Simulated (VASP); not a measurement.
# Al36Si (a cell with a defect) in VASP: single point with PBE

Aim: the single point of Al36Si (a cell with a defect) with PBE.

Program: VASP 6.6.1. These are calculated values, not measurements. Logs are shortened: lines on timing, memory, paths and dates and some standing lists are left out, and cuts for length are marked.

## Step 1: The cell of the first run

The cell holds a defect, 37 atoms: a = 8.568 Å, b = 8.568 Å, c = 11.424 Å, α = 60.00°, β = 60.00°, γ = 60.00°.

## Step 2: Single point, PBE

INCAR

```
SYSTEM = Al36Si
PREC = Accurate
ENCUT = 400
EDIFF = 1E-6
ISMEAR = 1
SIGMA = 0.1
LREAL = Auto
LASPH = .True.
NELM = 120
ALGO = Normal
ISIF = 2
LWAVE = .False.
LCHARG = .True.
GGA = PE
LELF = .True.
LVHAR = .True.
NBANDS = 80
GGA_COMPAT = .False.
```

KPOINTS

```
regular mesh
0
Gamma
  2 2 2
  0 0 0
```

POSCAR

```
Al36Si
1.0
    0.0000000000      6.0583944000      6.0583944000
    6.0583944000      0.0000000000      6.0583944000
    8.0778592000      8.0778592000      0.0000000000
Al Si
36 1
Direct
   -0.0017821554     -0.0024422312     -0.0033414794
   -0.0101662249     -0.0000944145      0.2480293294
   -0.0178009210      0.0124258995      0.4968126951
    0.0024452023     -0.0047127998      0.7411846198
   -0.0059787293      0.3308374080      0.0080597468
    0.0129568983      0.3191715284      0.2505717109
    0.0063327835      0.3286903045      0.5016000403
   -0.0030454439      0.3299843767      0.7529113035
    0.0536661991      0.6637476424     -0.0363125913
    0.0108257231      0.6600719986      0.2476270569
   -0.0148322301      0.6687540019      0.5034754134
   -0.0621767048      0.6625970076      0.7883960146
    0.3219877035      0.0025725463     -0.0012973115
    0.3254553715      0.0069224612      0.2404637110
    0.3318872736     -0.0043630372      0.4961749024
    0.3251046185      0.0044688408      0.7464781015
    0.3430289220      0.3245000854      0.0001772128
    0.3386639866      0.3259053257      0.2530791822
    0.3290442762      0.3419130323      0.5037099433
    0.3284619436      0.3261009221      0.7598741013
    0.3335218651      0.6633437401     -0.0000838093
    0.3159374206      0.6688272886      0.2522171345
    0.2282046048      0.6770212088      0.5778803993
    0.3626032501      0.6640374057      0.7437528126
    0.6678204212      0.0027811824     -0.0111036226
    0.6665986453     -0.0118804580      0.2457917934
    0.6563437006      0.0035418625      0.4965196719
    0.6534665356      0.0058801058      0.7476925322
    0.6701407554      0.3257320124      0.0022976385
    0.6641808430      0.3327559031      0.2524498694
    0.6700202615      0.3265964329      0.5053775882
    0.6738598101      0.3261934383      0.7498051588
    0.6318246630      0.6649428436      0.0086969825
    0.7632528018      0.6548773880      0.1766851173
    0.6806061520      0.6595131047      0.4986077871
    0.6603418721      0.6664809574      0.7504267344
    0.4941500672      0.6688501495      0.3762516683
```

Potentials or basis: VASP PAW PBE potentials, release 64 (Al, Si).

Run with:

```console
> cat potpaw_PBE.64/Al/POTCAR potpaw_PBE.64/Si/POTCAR > POTCAR
> mpirun -np 1 vasp_std > vasp.out
```

OUTCAR:

```text
SYSTEM = Al36Si
   PREC = Accurate
   ENCUT = 400
   EDIFF = 1E-6
   ISMEAR = 1
   LREAL = Auto
   LASPH = .True.
   NELM = 120
   ISIF = 2
   GGA = PE

 ion  position               nearest neighbor table
   1  0.998  0.998  0.997-  13 2.81  29 2.81   8 2.82  16 2.83   9 2.84  26 2.84   2 2.85  25 2.85
                            21 2.87  10 2.88   5 2.90   4 2.91
   2  0.990  1.000  0.248-   5 2.79  22 2.82  30 2.82  10 2.83  26 2.83   1 2.85  13 2.85  27 2.85
                             6 2.85  14 2.86   3 2.86  11 2.88
   3  0.982  0.012  0.497-  23 2.61  31 2.69   6 2.73   4 2.81  27 2.83  28 2.84   7 2.85   2 2.86
                            11 2.89  15 2.92  14 2.94  12 3.18
   4  0.002  0.995  0.741-   9 2.71   7 2.80   3 2.81  15 2.81  32 2.83  16 2.84  25 2.85  12 2.91
                            28 2.91   1 2.91   8 2.91  24 2.97  23 3.30
   5  0.994  0.331  0.008-  12 2.70   2 2.79   6 2.80  30 2.81  13 2.81  29 2.83  20 2.85   9 2.90
                             1 2.90   8 2.91  17 2.92  33 2.99
   6  0.013  0.319  0.251-  34 2.61  14 2.68   3 2.73   5 2.80  18 2.83  17 2.84   2 2.85   7 2.88
                            10 2.90  30 2.92  31 2.93   9 3.13
   7  0.006  0.329  0.502-   4 2.80  35 2.81  15 2.82  19 2.84   8 2.84  11 2.84  32 2.84  18 2.84
                             3 2.85  31 2.87  10 2.87   6 2.88
   8  0.997  0.330  0.753-  16 2.80  32 2.80   1 2.82  29 2.82  12 2.84   7 2.84  19 2.85  20 2.86
                            11 2.88  36 2.88   5 2.91   4 2.91
   9  0.054  0.664  0.964-  34 2.46  24 2.58  21 2.63  12 2.65   4 2.71  17 2.72   1 2.84   5 2.90
                            10 3.06  25 3.12   6 3.13
  10  0.011  0.660  0.248-  34 2.65  22 2.68  21 2.80   2 2.83  18 2.84  35 2.85  11 2.86   7 2.87
                             1 2.88  26 2.88   6 2.90   9 3.06
  11  0.985  0.669  0.503-  23 2.65  35 2.68  36 2.80   7 2.84  27 2.84  22 2.85  10 2.86  19 2.88
                             8 2.88   2 2.88   3 2.89  12 3.05
[... 46 lines left out ...]
  35  0.681  0.660  0.499-  37 2.55  11 2.68  24 2.76   7 2.81  36 2.82  27 2.84  10 2.85  26 2.86
                            31 2.86  32 2.86  15 2.94
  36  0.660  0.666  0.750-  24 2.60  12 2.60  11 2.80  35 2.82  21 2.83  33 2.83  32 2.86  28 2.86
                             8 2.88  16 2.88  27 2.89  29 2.90
  37  0.494  0.669  0.376-  23 2.29  34 2.30  14 2.54  22 2.55  35 2.55  31 2.55  26 3.11  15 3.11
                            19 3.13  30 3.20

  LATTYP: Found a base centered monoclinic cell.
 ALAT       =    14.8399749405
 B/A-ratio  =     0.5773502692
 C/A-ratio  =     0.7698003589
 COS(beta)  =    -0.5773502692

  Lattice vectors:

 A1 = (   0.0000000000,  -6.0583944000,  -6.0583944000)
 A2 = (  -6.0583944000,   0.0000000000,  -6.0583944000)
 A3 = (   8.0778592000,   8.0778592000,   0.0000000000)

Analysis of symmetry for initial positions (statically):
=====================================================================
 Subroutine PRICEL returns:
 Original cell was already a primitive cell.

 Routine SETGRP: Setting up the symmetry group for a
 base centered monoclinic supercell.

 Subroutine GETGRP returns: Found  1 space group operations
 (whereof  1 operations were pure point group operations)
 out of a pool of  4 trial point group operations.

The static configuration has the point symmetry C_1 .

Analysis of symmetry for dynamics (positions and initial velocities):
=====================================================================
 Subroutine PRICEL returns:
 Original cell was already a primitive cell.

 Routine SETGRP: Setting up the symmetry group for a
 base centered monoclinic supercell.

 Subroutine GETGRP returns: Found  1 space group operations
 (whereof  1 operations were pure point group operations)
 out of a pool of  4 trial point group operations.

The dynamic configuration has the point symmetry C_1 .

 Subroutine INISYM returns: Found  1 space group operations
 (whereof  1 operations are pure point group operations),
 and found     1 'primitive' translations

----------------------------------------------------------------------------------------

                                     Primitive cell

  volume of cell :     592.9818

  direct lattice vectors                    reciprocal lattice vectors
     0.000000000  6.058394400  6.058394400    -0.082530117  0.082530117  0.082530117
     6.058394400  0.000000000  6.058394400     0.082530117 -0.082530117  0.082530117
     8.077859200  8.077859200  0.000000000     0.061897588  0.061897588 -0.061897588

  length of vectors
     8.567863527  8.567863527 11.423818036     0.142946356  0.142946356  0.107209767

  position of ions in fractional coordinates (direct lattice)
     0.998217845  0.997557769  0.996658521
     0.989833775  0.999905586  0.248029329
     0.982199079  0.012425900  0.496812695
     0.002445202  0.995287200  0.741184620
     0.994021271  0.330837408  0.008059747
     0.012956898  0.319171528  0.250571711
[... 29 lines left out ...]
     0.660341872  0.666480957  0.750426734
     0.494150067  0.668850150  0.376251668

  ion indices of the primitive-cell ions
   primitive index   ion index
                 1           1
                 2           2
                 3           3
                 4           4
                 5           5
                 6           6
[... 29 lines left out ...]
                36          36
                37          37

----------------------------------------------------------------------------------------

 KPOINTS: regular mesh

Automatic generation of k-mesh.
 Grid dimensions read from file:
 generate k-points for:    2    2    2

 Generating k-lattice:

  Cartesian coordinates                     Fractional coordinates (reciprocal lattice)
    -0.041265059  0.041265059  0.041265059     0.500000000  0.000000000  0.000000000
     0.041265059 -0.041265059  0.041265059     0.000000000  0.500000000  0.000000000
     0.030948794  0.030948794 -0.030948794     0.000000000  0.000000000  0.500000000

  Length of vectors
     0.071473178  0.071473178  0.053604884

  Shift w.r.t. Gamma in fractional coordinates (k-lattice)
     0.000000000  0.000000000  0.000000000

 Subroutine IBZKPT returns following result:
 ===========================================

 Found      8 irreducible k-points:

 Following reciprocal coordinates:
            Coordinates               Weight
  0.000000  0.000000  0.000000      1.000000
  0.500000  0.000000  0.000000      1.000000
  0.000000  0.500000  0.000000      1.000000
  0.500000  0.500000  0.000000      1.000000
  0.000000  0.000000  0.500000      1.000000
  0.500000  0.000000  0.500000      1.000000
  0.000000  0.500000  0.500000      1.000000
  0.500000  0.500000  0.500000      1.000000
   k-points           NKPTS =      8   k-points in BZ     NKDIM =      8   number of bands    NBANDS=     80
   number of dos      NEDOS =    301   number of ions     NIONS =     37
   total plane-waves  NPLWV = 250880
   dimension x,y,z NGX =    56 NGY =   56 NGZ =   80
   dimension x,y,z NGXF=   112 NGYF=  112 NGZF=  160
   ions per type =              36   1
   NGX,Y,Z   is equivalent  to a cutoff of  10.87, 10.87, 11.64 a.u.
   NGXF,Y,Z  is equivalent  to a cutoff of  21.73, 21.73, 23.28 a.u.
 SYSTEM =  Al36Si
   PREC   = accura    normal or accurate (medium, high low for compatibility)
   ISTART =      0    job   : 0-new  1-cont  2-samecut
   ICHARG =      2    charge: 1-file 2-atom 10-const
   ISPIN  =      1    spin polarized calculation?
   LNONCOLLINEAR =      F non collinear calculations
   LSORBIT =      F    spin-orbit coupling
   LASPH  =      T    aspherical Exc in radial PAW
   ENCUT  =  400.0 eV  29.40 Ry    5.42 a.u.  13.97 13.97 18.63*2*pi/ulx,y,z
   NELM   =    120;   NELMIN=  2; NELMDL= -5     # of ELM steps
   EDIFF  = 0.1E-05   stopping-criterion for ELM
   LREAL  =      T    real-space projection
   EDIFFG = 0.1E-04   stopping-criterion for IOM
   NSW    =      0    number of steps for IOM
[... 5 lines left out ...]
   TEBEG  =    0.0;   TEEND  =   0.0 temperature during run
   PSTRESS=    0.0 pullay stress
   NELECT =     112.0000    total number of electrons
   NUPDOWN=      -1.0000    fix difference up-down
   EMIN   =  10.00;   EMAX   =-10.00  energy-range for DOS
   EFERMI =   0.00;   METHOD = LEGACY
   ISMEAR =     1;   SIGMA  =   0.10  broadening in eV -4-tet -1-fermi 0-gaus
   EFERMI_NEDOS =   21; number of points for ismear=-14 and -15
   IALGO  =     38    algorithm
   IMIX   =      4    mixing-type and parameters
     AMIX     =   0.40;   BMIX     =  1.00
     AMIX_MAG =   1.60;   BMIX_MAG =  1.00
  volume/ion in A,a.u.               =      16.03       108.15
  Fermi-wavevector in a.u.,A,eV,Ry     =   0.939291  1.775004 12.003992  0.882268
  Thomas-Fermi vector in A             =   2.066589
   LORBIT       =      0    0 simple, 1 ext, 2 COOP (PROOUT), +10 PAW based schemes
   GGA     = PE    functional components
   LHFCALC =     F    Hartree Fock is set to
   AEXX    =    0.0000 exact exchange contribution
   IVDW    =     0    specifies the selected vdW correction
   LEPSILON=     F    determine dielectric tensor
   LRPA    =     F    only Hartree local field effects (RPA)
 non-spin polarized calculation
 Methfessel and Paxton  Order N= 1 SIGMA  =   0.10
  energy-cutoff  :      400.00
  volume of cell :      592.98
 maximum number of plane-waves:     10796
 NGX is ok and might be reduce to    56
   NGX = 27   NGY = 27   NGZ = 37

 number of electron     112.0000000 magnetization

 Free energy of the ion-electron system (eV)
  ---------------------------------------------------
  ext. energy  EPLUGINS =         0.00000000
  ---------------------------------------------------
  free energy    TOTEN  =      -138.05116055 eV

  energy without entropy =     -138.04880930  energy(sigma->0) =     -138.05037680

 E-fermi :   8.5383     XC(G=0): -10.3039

 val. band max:        8.5317092804   @ k =   0.0000   0.5000   0.5000
 cond. band min:       8.5452017808   @ k =   0.5000   0.5000   0.0000
 fundamental gap:      0.0134925003
 Fermi energy:         8.5383349468

 k-point     1 :       0.0000    0.0000    0.0000
  band No.  band energies     occupation
      1      -3.1990      2.00000
      2      -1.7912      2.00000
      3      -1.3647      2.00000
      4      -0.7938      2.00000
      5      -0.3827      2.00000
      6      -0.2931      2.00000
[... 557 lines left out ...]
     67       9.9126     -0.00000
     68      10.1437     -0.00000
 [bands above 68 left out]

------------------------ aborting loop because EDIFF is reached ----------------------------------------

  FORCE on cell =-STRESS in cart. coord.  units (eV):
  Direction    XX          YY          ZZ          XY          YZ          ZX
  --------------------------------------------------------------------------------------
  -------------------------------------------------------------------------------------
  Total       18.4195600     21.3124341     16.0374112      4.1210728      1.3139171     -8.4534638
  in kB       49.7678035     57.5840593     43.3314764     11.1347255      3.5500722    -22.8404112
  external PRESSURE =      50.2277797 kB  Pullay stress =       0.0000000 kB

 VOLUME and BASIS-vectors are now :
 -----------------------------------------------------------------------------
  energy-cutoff  :      400.00
  volume of cell :      592.98
      direct lattice vectors                 reciprocal lattice vectors
     0.000000000  6.058394400  6.058394400    -0.082530117  0.082530117  0.082530117
     6.058394400  0.000000000  6.058394400     0.082530117 -0.082530117  0.082530117
     8.077859200  8.077859200  0.000000000     0.061897588  0.061897588 -0.061897588

 POSITION                                       TOTAL-FORCE (eV/Angst)
 -----------------------------------------------------------------------------------
     14.09447     14.09846     12.09120         0.001717      0.001105      0.005359
      8.06137      8.00035     12.05463         0.002107     -0.004829      0.004360
      4.08846      9.96373      6.02583         0.002338     -0.001628      0.000751
     12.01703      6.00200      6.04466         0.000870      0.002202     -0.004200
      2.06945      6.08728      8.02652        -0.002767     -0.000350      0.002046
      3.95775      2.10258      2.01217         0.000310     -0.005088     -0.001702
[... 29 lines left out ...]
     10.09965     10.06245      8.03842        -0.000101      0.001476      0.000072
      7.09147      6.03306      7.04591        -0.005539     -0.000336      0.011786
 -----------------------------------------------------------------------------------
    total drift:                                0.000544      0.000695     -0.003676

  FREE ENERGIE OF THE ION-ELECTRON SYSTEM (eV)
  ---------------------------------------------------
  free  energy   TOTEN  =      -138.0511605471 eV

  energy  without entropy=     -138.0488093007  energy(sigma->0) =     -138.05037680
```

Wall time 6.5 min (1 thread of Oxide Virtual Turin-like, shared host); peak memory 0.56 GiB.

Results:

| Quantity | Value |
| --- | --- |
| Free energy | -138.0512 eV |
| Pressure | 5.0 GPa |
| Largest force | 0.027 eV/Å |
| Band gap on the k mesh | zero (bands 56 and 57 overlap by 0.97 eV) |

Forces in eV/Å, atoms in the order of the input:
```
Al   0.002  0.001  0.005
Al   0.002 -0.005  0.004
Al   0.002 -0.002  0.001
Al   0.001  0.002 -0.004
Al  -0.003  0.000  0.002
Al   0.000 -0.005 -0.002
Al   0.000  0.001 -0.001
Al   0.005  0.004 -0.001
Al  -0.007  0.005  0.010
Al  -0.001  0.001  0.002
Al   0.004  0.002  0.001
Al   0.011  0.005  0.006
Al   0.003  0.000  0.003
Al   0.003  0.005 -0.006
Al   0.003  0.004  0.003
Al   0.002  0.004 -0.001
Al  -0.004 -0.001 -0.003
Al  -0.001  0.002  0.003
Al   0.002  0.005  0.002
Al  -0.002  0.000 -0.003
Al   0.002  0.005  0.000
Al   0.004 -0.006  0.008
Al  -0.021 -0.013 -0.011
Al  -0.004 -0.002  0.000
Al   0.004  0.000 -0.002
Al   0.000 -0.004 -0.001
Al   0.000  0.001  0.004
Al   0.000 -0.001 -0.002
Al   0.002  0.004  0.000
Al   0.004  0.001  0.005
Al  -0.003  0.000 -0.008
Al   0.003  0.002 -0.002
Al  -0.004 -0.002 -0.003
Al  -0.005 -0.011 -0.021
Al   0.003 -0.004  0.001
Al   0.000  0.001  0.000
Si  -0.006  0.000  0.012
```

Stress tensor (GPa, compression positive):
```
 4.98  1.11 -2.28
 1.11  5.76  0.36
-2.28  0.36  4.33
```

Levels at points of the mesh, in eV from the Fermi level:
```tsv
k point	band 51	band 52	band 53	band 54	band 55	band 56	band 57	band 58	band 59	band 60
(0.00, 0.00, 0.00)	-1.22	-1.18	-1.13	-0.77	-0.33	-0.11	-0.04	0.02	0.02	0.09
(0.50, 0.00, 0.00)	-1.11	-1.09	-0.98	-0.68	-0.04	0.08	0.10	0.19	0.31	0.33
(0.00, 0.50, 0.00)	-1.11	-1.06	-0.93	-0.77	-0.02	0.09	0.12	0.33	0.35	0.52
(0.50, 0.50, 0.00)	-1.11	-1.07	-0.57	-0.11	-0.07	0.01	0.04	0.09	0.23	0.37
(0.00, 0.00, 0.50)	-1.31	-1.23	-1.17	-1.02	-1.00	-0.73	-0.71	-0.50	-0.41	-0.40
(0.50, 0.00, 0.50)	-1.21	-1.09	-0.33	-0.14	-0.13	0.07	0.24	0.49	0.53	0.57
(0.00, 0.50, 0.50)	-1.29	-0.88	-0.48	-0.05	-0.01	0.10	0.42	0.52	0.62	0.67
(0.50, 0.50, 0.50)	-1.02	-0.89	-0.50	-0.14	0.09	0.26	0.36	0.40	0.53	0.57
```

Caveat: the k points lie up to 0.45 Å⁻¹ apart, too coarse for converged energies and pressures of a metal.
